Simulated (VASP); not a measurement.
# Zr (Im-3m) in VASP: a series of runs

Zr is run at these levels: PBE; tasks: single point.

Program: VASP 6.6.1. These are calculated values, not measurements. Logs are shortened: lines on timing, memory, paths and dates and some standing lists are left out, and cuts for length are marked.

### 1 The cell of the first run

The structure is cubic, space group Im-3m (No. 229). The conventional cell has a = 3.319 Å, b = 3.319 Å, c = 3.319 Å, α = 90.00°, β = 90.00°, γ = 90.00°. Within 3.8 Å of Zr (site symmetry m-3m) lie 14 Zr at 2.87 to 3.32 Å.

### 2 Single point, PBE (volume scaled by 0.8)

Input file INCAR:

```
SYSTEM = Zr
  PREC = Accurate
  ENCUT = 520
  EDIFF = 1E-6
  ISMEAR = -1
  SIGMA = 0.05
  LREAL = .False.
  LASPH = .True.
  NELM = 80
  ALGO = Normal
  ISIF = 2
  LWAVE = .False.
  LCHARG = .True.
  GGA = PE
  LELF = .True.
  LVHAR = .True.
  NBANDS = 12
```

Input file KPOINTS:

```
regular mesh
0
Gamma
  16 16 16
  0 0 0
```

Input file POSCAR:

```
Zr
1.0
   -1.6595710306      1.6595710306      1.6595710306
    1.6595710306     -1.6595710306      1.6595710306
    1.6595710306      1.6595710306     -1.6595710306
Zr
1
Direct
    0.0000000000      0.0000000000      0.0000000000
```

Potentials or basis: VASP PAW PBE potentials, release 64 (Zr_sv).

Run with:

```sh
cat potpaw_PBE.64/Zr_sv/POTCAR > POTCAR
mpirun -np 1 vasp_std > vasp.out
```

OUTCAR:

```text
SYSTEM = Zr
   PREC = Accurate
   ENCUT = 520
   EDIFF = 1E-6
   ISMEAR = -1
   LREAL = .False.
   LASPH = .True.
   NELM = 80
   ISIF = 2
   GGA = PE

 ion  position               nearest neighbor table
   1  0.000  0.000  0.000-

  LATTYP: Found a body centered cubic cell.
 ALAT       =     3.3191420612

  Lattice vectors:

 A1 = (  -1.6595710306,   1.6595710306,   1.6595710306)
 A2 = (   1.6595710306,  -1.6595710306,   1.6595710306)
 A3 = (   1.6595710306,   1.6595710306,  -1.6595710306)

Analysis of symmetry for initial positions (statically):
=====================================================================
 Subroutine PRICEL returns:
 Original cell was already a primitive cell.

 Routine SETGRP: Setting up the symmetry group for a
 body centered cubic supercell.

 Subroutine GETGRP returns: Found 48 space group operations
 (whereof 48 operations were pure point group operations)
 out of a pool of 48 trial point group operations.

The static configuration has the point symmetry O_h .

Analysis of symmetry for dynamics (positions and initial velocities):
=====================================================================
 Subroutine PRICEL returns:
 Original cell was already a primitive cell.

 Routine SETGRP: Setting up the symmetry group for a
 body centered cubic supercell.

 Subroutine GETGRP returns: Found 48 space group operations
 (whereof 48 operations were pure point group operations)
 out of a pool of 48 trial point group operations.

The dynamic configuration has the point symmetry O_h .

 Subroutine INISYM returns: Found 48 space group operations
 (whereof 48 operations are pure point group operations),
 and found     1 'primitive' translations

----------------------------------------------------------------------------------------

                                     Primitive cell

  volume of cell :      18.2830

  direct lattice vectors                    reciprocal lattice vectors
    -1.659571031  1.659571031  1.659571031     0.000000000  0.301282675  0.301282675
     1.659571031 -1.659571031  1.659571031     0.301282675  0.000000000  0.301282675
     1.659571031  1.659571031 -1.659571031     0.301282675  0.301282675  0.000000000

  length of vectors
     2.874461344  2.874461344  2.874461344     0.426078046  0.426078046  0.426078046

  position of ions in fractional coordinates (direct lattice)
     0.000000000  0.000000000  0.000000000

  ion indices of the primitive-cell ions
   primitive index   ion index
                 1           1

----------------------------------------------------------------------------------------

 KPOINTS: regular mesh

Automatic generation of k-mesh.
 Grid dimensions read from file:
 generate k-points for:   16   16   16

 Generating k-lattice:

  Cartesian coordinates                     Fractional coordinates (reciprocal lattice)
     0.000000000  0.018830167  0.018830167     0.062500000  0.000000000  0.000000000
     0.018830167  0.000000000  0.018830167     0.000000000  0.062500000  0.000000000
     0.018830167  0.018830167  0.000000000     0.000000000  0.000000000  0.062500000

  Length of vectors
     0.026629878  0.026629878  0.026629878

  Shift w.r.t. Gamma in fractional coordinates (k-lattice)
     0.000000000  0.000000000  0.000000000

 Subroutine IBZKPT returns following result:
 ===========================================

 Found    145 irreducible k-points:

 Following reciprocal coordinates:
            Coordinates               Weight
  0.000000  0.000000  0.000000      1.000000
  0.062500  0.000000  0.000000     12.000000
  0.125000  0.000000  0.000000     12.000000
  0.187500  0.000000  0.000000     12.000000
  0.250000  0.000000  0.000000     12.000000
  0.312500  0.000000  0.000000     12.000000
[... 16 lines left out ...]
  0.187500  0.187500  0.000000     24.000000
  0.250000  0.187500 -0.000000     48.000000
 [... further k-points ...]
   k-points           NKPTS =    145   k-points in BZ     NKDIM =    145   number of bands    NBANDS=     12
   number of dos      NEDOS =    301   number of ions     NIONS =      1
   total plane-waves  NPLWV =  13824
   dimension x,y,z NGX =    24 NGY =   24 NGZ =   24
   dimension x,y,z NGXF=    48 NGYF=   48 NGZF=   48
   ions per type =               1
   NGX,Y,Z   is equivalent  to a cutoff of  13.88, 13.88, 13.88 a.u.
   NGXF,Y,Z  is equivalent  to a cutoff of  27.76, 27.76, 27.76 a.u.
 SYSTEM =  Zr
   PREC   = accura    normal or accurate (medium, high low for compatibility)
   ISTART =      0    job   : 0-new  1-cont  2-samecut
   ICHARG =      2    charge: 1-file 2-atom 10-const
   ISPIN  =      1    spin polarized calculation?
   LNONCOLLINEAR =      F non collinear calculations
   LSORBIT =      F    spin-orbit coupling
   LASPH  =      T    aspherical Exc in radial PAW
   ENCUT  =  520.0 eV  38.22 Ry    6.18 a.u.   5.34  5.34  5.34*2*pi/ulx,y,z
   NELM   =     80;   NELMIN=  2; NELMDL= -5     # of ELM steps
   EDIFF  = 0.1E-05   stopping-criterion for ELM
   LREAL  =      F    real-space projection
   EDIFFG = 0.1E-04   stopping-criterion for IOM
   NSW    =      0    number of steps for IOM
   IBRION =     -1    ionic relax: 0-MD 1-quasi-New 2-CG
   NFREE  =      0    steps in history (QN), initial steepest desc. (CG)
   ISIF   =      2    stress and relaxation
   ISYM   =      2    0-nonsym 1-usesym 2-fastsym
   POTIM  = 0.5000    time-step for ionic-motion
   TEBEG  =    0.0;   TEEND  =   0.0 temperature during run
   PSTRESS=    0.0 pullay stress
   NELECT =      12.0000    total number of electrons
   NUPDOWN=      -1.0000    fix difference up-down
   EMIN   =  10.00;   EMAX   =-10.00  energy-range for DOS
   EFERMI =   0.00;   METHOD = LEGACY
   ISMEAR =    -1;   SIGMA  =   0.05  broadening in eV -4-tet -1-fermi 0-gaus
   EFERMI_NEDOS =   21; number of points for ismear=-14 and -15
   IALGO  =     38    algorithm
   IMIX   =      4    mixing-type and parameters
     AMIX     =   0.40;   BMIX     =  1.00
     AMIX_MAG =   1.60;   BMIX_MAG =  1.00
  volume/ion in A,a.u.               =      18.28       123.38
  Fermi-wavevector in a.u.,A,eV,Ry     =   1.422720  2.688551 27.539986  2.024132
  Thomas-Fermi vector in A             =   2.543394
   LORBIT       =      0    0 simple, 1 ext, 2 COOP (PROOUT), +10 PAW based schemes
   GGA     = PE    functional components
   LHFCALC =     F    Hartree Fock is set to
   AEXX    =    0.0000 exact exchange contribution
   IVDW    =     0    specifies the selected vdW correction
   LEPSILON=     F    determine dielectric tensor
   LRPA    =     F    only Hartree local field effects (RPA)
 non-spin polarized calculation
  energy-cutoff  :      520.00
  volume of cell :       18.28
 maximum number of plane-waves:       531
 NGX is ok and might be reduce to    24
   NGX = 11   NGY = 11   NGZ = 11

 number of electron      12.0000000 magnetization

 Free energy of the ion-electron system (eV)
  ---------------------------------------------------
  ext. energy  EPLUGINS =         0.00000000
  ---------------------------------------------------
  free energy    TOTEN  =        -8.10812211 eV

  energy without entropy =       -8.10036290  energy(sigma->0) =       -8.10424251

 E-fermi :  11.6764     XC(G=0): -12.2241

 val. band max:       11.6618986401   @ k =   0.1875   0.0625   0.0625
 cond. band min:      11.6860051342   @ k =   0.1875   0.0625   0.0000
 fundamental gap:      0.0241064942
 Fermi energy:        11.6764232703

 k-point     1 :       0.0000    0.0000    0.0000
  band No.  band energies     occupation
      1     -36.5112      2.00000
      2     -13.4977      2.00000
      3     -13.4977      2.00000
      4     -13.4977      2.00000
      5       6.0619      2.00000
      6      12.8420      0.00000
      7      12.8420      0.00000
      8      12.8420      0.00000
      9      16.0174      0.00000
     10      16.0174      0.00000
     11      24.8029      0.00000
     12      24.8029      0.00000

 k-point     2 :       0.0625    0.0000    0.0000
  band No.  band energies     occupation
      1     -36.4967      2.00000
      2     -13.5831      2.00000
      3     -13.5222      2.00000
      4     -13.4988      2.00000
      5       6.2408      2.00000
      6      12.7155      0.00000
      7      12.8021      0.00000
      8      13.0167      0.00000
      9      15.7998      0.00000
     10      16.0092      0.00000
     11      24.9782      0.00000
     12      25.1175      0.00000

 k-point     3 :       0.1250    0.0000    0.0000
  band No.  band energies     occupation
      1     -36.4553      2.00000
      2     -13.8214      2.00000
      3     -13.5916      2.00000
      4     -13.5020      2.00000
      5       6.7391      2.00000
      6      12.3791      0.00000
      7      12.6323      0.00000
      8      13.5328      0.00000
      9      15.4213      0.00000
     10      16.0028      0.00000
     11      25.4160      0.00000
     12      26.0158      0.00000

 k-point     4 :       0.1875    0.0000    0.0000
  band No.  band energies     occupation
      1     -36.3927      2.00000
      2     -14.1653      2.00000
      3     -13.6935      2.00000
      4     -13.5069      2.00000
      5       7.4333      2.00000
      6      11.9294      0.01262
      7      12.3164      0.00001
      8      14.3664      0.00000
      9      15.2898      0.00000
     10      16.0404      0.00000
     11      25.7913      0.00000
     12      27.3954      0.00000

 k-point     5 :       0.2500    0.0000    0.0000
  band No.  band energies     occupation
      1     -36.3177      2.00000
      2     -14.5539      2.00000
      3     -13.8112      2.00000
      4     -13.5128      2.00000
      5       8.0781      2.00000
      6      11.4609      1.97352
      7      12.1281      0.00024
      8      15.4700      0.00000
      9      15.4762      0.00000
     10      16.1602      0.00000
     11      25.5510      0.00000
     12      28.2261      0.00000
[... 228 lines left out ...]
      1     -36.1165      2.00000
      2     -15.3496      2.00000
      3     -14.1917      2.00000
      4     -13.6310      2.00000
      5       8.6622      2.00000
      6      10.6323      2.00000
      7      13.2420      0.00000
      8      15.9125      0.00000
      9      17.2853      0.00000
     10      20.1496      0.00000
     11      23.7736      0.00000
     12      25.3141      0.00000

 k-point    22 :       0.4375    0.1250    0.0000
  band No.  band energies     occupation
      1     -36.1020      2.00000
      2     -15.4056      2.00000
      3     -14.2209      2.00000
      4     -13.6330      2.00000
      5       8.5971      2.00000
      6      10.5799      2.00000
      7      13.5521      0.00000
      8      15.9244      0.00000
      9      17.4440      0.00000
     10      20.6644      0.00000
     11      23.5582      0.00000
     12      24.8435      0.00000

 k-point    23 :       0.1875    0.1875    0.0000
  band No.  band energies     occupation
      1     -36.2241      2.00000
      2     -14.8783      2.00000
      3     -13.9826      2.00000
      4     -13.6491      2.00000
      5       9.0794      2.00000
      6      11.0365      1.99999
      7      11.6038      1.62061
      8      15.0821      0.00000
      9      16.9432      0.00000
     10      17.5614      0.00000
     11      25.7453      0.00000
     12      27.3147      0.00000

 k-point    24 :       0.2500    0.1875   -0.0000
  band No.  band energies     occupation
      1     -36.1636      2.00000
      2     -15.0753      2.00000
      3     -14.1500      2.00000
      4     -13.6767      2.00000
      5       9.3115      2.00000
      6      10.8156      2.00000
      7      11.8628      0.04696
      8      15.3726      0.00000
      9      17.0907      0.00000
     10      19.0224      0.00000
     11      24.9975      0.00000
     12      27.0045      0.00000

 [... further k-points ...]
[... 5 lines left out ...]
  --------------------------------------------------------------------------------------
  -------------------------------------------------------------------------------------
  Total        3.0977806      3.0977806      3.0977806      0.0000000      0.0000000     -0.0000000
  in kB      271.4649140    271.4649140    271.4649140      0.0000000      0.0000000     -0.0000000
  external PRESSURE =     271.4649140 kB  Pullay stress =       0.0000000 kB

 VOLUME and BASIS-vectors are now :
 -----------------------------------------------------------------------------
  energy-cutoff  :      520.00
  volume of cell :       18.28
      direct lattice vectors                 reciprocal lattice vectors
    -1.659571031  1.659571031  1.659571031     0.000000000  0.301282675  0.301282675
     1.659571031 -1.659571031  1.659571031     0.301282675  0.000000000  0.301282675
     1.659571031  1.659571031 -1.659571031     0.301282675  0.301282675  0.000000000

 POSITION                                       TOTAL-FORCE (eV/Angst)
 -----------------------------------------------------------------------------------
      0.00000      0.00000      0.00000        -0.000000     -0.000000      0.000000
 -----------------------------------------------------------------------------------
    total drift:                                0.000000     -0.000000     -0.000000

  FREE ENERGIE OF THE ION-ELECTRON SYSTEM (eV)
  ---------------------------------------------------
  free  energy   TOTEN  =        -8.1081221136 eV

  energy  without entropy=       -8.1003629026  energy(sigma->0) =       -8.10424251
```

It took 39 s on 1 thread of Intel Xeon 8259CL, shared host; peak memory 0.16 GiB.

What came out:

| Property | Result |
| --- | --- |
| Free energy | -8.1081 eV |
| Pressure | 27.1 GPa |
| Band gap on the k mesh | zero (band 6 reaches 12.84 eV, above the bottom of band 7 at 10.82 eV) |

Levels at points of the mesh, in eV from the Fermi level:
```tsv
k point	band 2	band 3	band 4	band 5	band 6	band 7	band 8	band 9	band 10	band 11
(0.00, 0.00, 0.00)	-25.17	-25.17	-25.17	-5.61	1.17	1.17	1.17	4.34	4.34	13.13
(0.50, 0.00, 0.00)	-27.18	-25.78	-25.21	-3.57	-1.23	2.90	4.52	5.37	8.29	10.84
(0.50, 0.50, 0.50)	-26.51	-26.51	-26.51	-3.75	-3.75	7.31	7.31	7.31	9.47	9.47
```

### 3 Single point, PBE (volume scaled by 0.8)

Input file INCAR:

```
  ALGO = Normal
  EDIFF = 1E-6
  ENCUT = 520
  GGA = PE
  ISIF = 2
  ISMEAR = -1
  LASPH = True
  LCHARG = False
  LREAL = False
  LWAVE = False
  NBANDS = 12
  NELM = 60
  PREC = Accurate
  SIGMA = 0.05
```

Input file KPOINTS:

```
k-points
0
Gamma
  16 16 16
```

POSCAR is that of step 2.

Potentials or basis: VASP PAW PBE potentials, release 64 (Zr_sv).

Run with:

```sh
cat potpaw_PBE.64/Zr_sv/POTCAR > POTCAR
mpirun -np 1 vasp_std > vasp.out
```

OUTCAR:

```text
EDIFF = 1E-6
   ENCUT = 520
   GGA = PE
   ISIF = 2
   ISMEAR = -1
   LASPH = True
   LREAL = False
   NELM = 60
   PREC = Accurate

 ion  position               nearest neighbor table
   1  0.000  0.000  0.000-

  LATTYP: Found a body centered cubic cell.
 ALAT       =     3.3191420612

  Lattice vectors:

 A1 = (  -1.6595710306,   1.6595710306,   1.6595710306)
 A2 = (   1.6595710306,  -1.6595710306,   1.6595710306)
 A3 = (   1.6595710306,   1.6595710306,  -1.6595710306)

Analysis of symmetry for initial positions (statically):
=====================================================================
 Subroutine PRICEL returns:
 Original cell was already a primitive cell.

 Routine SETGRP: Setting up the symmetry group for a
 body centered cubic supercell.

 Subroutine GETGRP returns: Found 48 space group operations
 (whereof 48 operations were pure point group operations)
 out of a pool of 48 trial point group operations.

The static configuration has the point symmetry O_h .

Analysis of symmetry for dynamics (positions and initial velocities):
[... 157 lines left out ...]
 E-fermi :  11.6764     XC(G=0): -12.2241

 val. band max:       11.6618986401   @ k =   0.1875   0.0625   0.0625
 cond. band min:      11.6860051342   @ k =   0.1875   0.0625   0.0000
 fundamental gap:      0.0241064942
 Fermi energy:        11.6764232703

 k-point     1 :       0.0000    0.0000    0.0000
  band No.  band energies     occupation
      1     -36.5112      2.00000
      2     -13.4977      2.00000
      3     -13.4977      2.00000
      4     -13.4977      2.00000
      5       6.0619      2.00000
      6      12.8420      0.00000
      7      12.8420      0.00000
      8      12.8420      0.00000
      9      16.0174      0.00000
     10      16.0174      0.00000
     11      24.8029      0.00000
     12      24.8029      0.00000
[... 331 lines left out ...]
 k-point    24 :       0.2500    0.1875   -0.0000
  band No.  band energies     occupation
      1     -36.1636      2.00000
      2     -15.0753      2.00000
      3     -14.1500      2.00000
      4     -13.6767      2.00000
      5       9.3115      2.00000
      6      10.8156      2.00000
      7      11.8628      0.04696
      8      15.3726      0.00000
      9      17.0907      0.00000
     10      19.0224      0.00000
     11      24.9975      0.00000
     12      27.0045      0.00000

 [... further k-points ...]
[... 5 lines left out ...]
  --------------------------------------------------------------------------------------
  -------------------------------------------------------------------------------------
  Total        3.0977806      3.0977806      3.0977806      0.0000000      0.0000000     -0.0000000
  in kB      271.4649140    271.4649140    271.4649140      0.0000000      0.0000000     -0.0000000
  external PRESSURE =     271.4649140 kB  Pullay stress =       0.0000000 kB

 VOLUME and BASIS-vectors are now :
 -----------------------------------------------------------------------------
  energy-cutoff  :      520.00
  volume of cell :       18.28
      direct lattice vectors                 reciprocal lattice vectors
    -1.659571031  1.659571031  1.659571031     0.000000000  0.301282675  0.301282675
     1.659571031 -1.659571031  1.659571031     0.301282675  0.000000000  0.301282675
     1.659571031  1.659571031 -1.659571031     0.301282675  0.301282675  0.000000000

 POSITION                                       TOTAL-FORCE (eV/Angst)
 -----------------------------------------------------------------------------------
      0.00000      0.00000      0.00000        -0.000000     -0.000000      0.000000
 -----------------------------------------------------------------------------------
    total drift:                                0.000000     -0.000000     -0.000000

  FREE ENERGIE OF THE ION-ELECTRON SYSTEM (eV)
  ---------------------------------------------------
  free  energy   TOTEN  =        -8.1081221136 eV

  energy  without entropy=       -8.1003629026  energy(sigma->0) =       -8.10424251
```

stdout:

```text
POSCAR found type information on POSCAR Zr
 POSCAR found :  1 types and       1 ions
 scaLAPACK will be used
 LDA part: xc-table for (Slater+PW92), standard interpolation
 POSCAR, INCAR and KPOINTS ok, starting setup
 FFT: planning ... GRIDC
 FFT: planning ... GRID_SOFT
 FFT: planning ... GRID
 WAVECAR not read
 entering main loop
```

Wall time 40 s (1 thread of Intel Xeon 8259CL, shared host); peak memory 0.16 GiB.

What came out:

```
Free energy            : -8.1081 eV
Pressure               : 27.1 GPa
Band gap on the k mesh : zero (band 6 reaches 12.84 eV, above the bottom of band 7 at 10.82 eV)
```

Levels at points of the mesh, in eV from the Fermi level:
```tsv
k point	band 3	band 4	band 5	band 6	band 7	band 8	band 9	band 10
(0.00, 0.00, 0.00)	-25.17	-25.17	-5.61	1.17	1.17	1.17	4.34	4.34
(0.50, 0.00, 0.00)	-25.78	-25.21	-3.57	-1.23	2.90	4.52	5.37	8.29
(0.50, 0.50, 0.50)	-26.51	-26.51	-3.75	-3.75	7.31	7.31	7.31	9.47
```
